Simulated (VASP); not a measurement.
Au:

```xyz
2
Lattice="2.9000 0.0000 0.0000 -1.4500 2.5115 0.0000 0.0000 0.0000 4.8800" Properties=species:S:1:pos:R:3 pbc="T T T"
Au    0.0000    1.6743    3.6600
Au    1.4500    0.8372    1.2200
```

This isn't the form of Au at room conditions, which is fcc.

```yaml
Program: VASP 6.6.1
Task: relaxation of cell and atoms
Functional: PBEsol
Potentials_or_basis: VASP PAW PBE potentials, release 64 (Au)
Cutoff: 600 eV
k_mesh: 18 × 18 × 10
Occupations: gaussian, width 0.1 eV
Spin: no spin polarisation
```

At the start: pressure -6.5 GPa; volume 17.77 Å³/atom.

Q: Where does the relaxation end?

A: Over 12 steps the energy falls by 16.2 meV/atom and the volume is 17.01 Å³/atom (-4.3 %); space group P6_3/mmc (No. 194, to 0.1 Å) before and after.

The path:
| step | energy change (eV) | largest force (eV/Å) | pressure (GPa) | volume (Å³) |
| --- | --- | --- | --- | --- |
| 1 | 0.0000 | 0.0000 | -6.48 | 35.54 |
| 2 | 0.0449 | 0.0000 | 12.87 | 31.97 |
| 3 | -0.0322 | 0.0000 | -0.25 | 34.06 |
| 4 | -0.0322 | 0.0000 | 0.12 | 34.01 |
| 5 | -0.0323 | 0.0000 | -0.23 | 34.07 |
| 6 | -0.0323 | 0.0000 | -0.19 | 34.07 |
| 7 | -0.0324 | 0.0000 | -0.04 | 34.05 |
| 8 | -0.0324 | 0.0000 | 0.02 | 34.03 |
| 9 | -0.0325 | 0.0000 | 0.19 | 34.00 |
| 10 | -0.0325 | 0.0000 | 0.06 | 34.01 |
| 11 | -0.0325 | 0.0000 | 0.09 | 34.01 |
| 12 | -0.0325 | 0.0000 | -0.02 | 34.03 |

Final structure:
```xyz
2
Lattice="2.8654 0.0000 0.0000 -1.4327 2.4815 0.0000 0.0000 0.0000 4.7854" Properties=species:S:1:pos:R:3 pbc="T T T"
Au    0.0000    1.6543    3.5890
Au    1.4327    0.8272    1.1963
```

Caveat: the PAW data sets were made with another functional, which shifts forces and pressure a little.
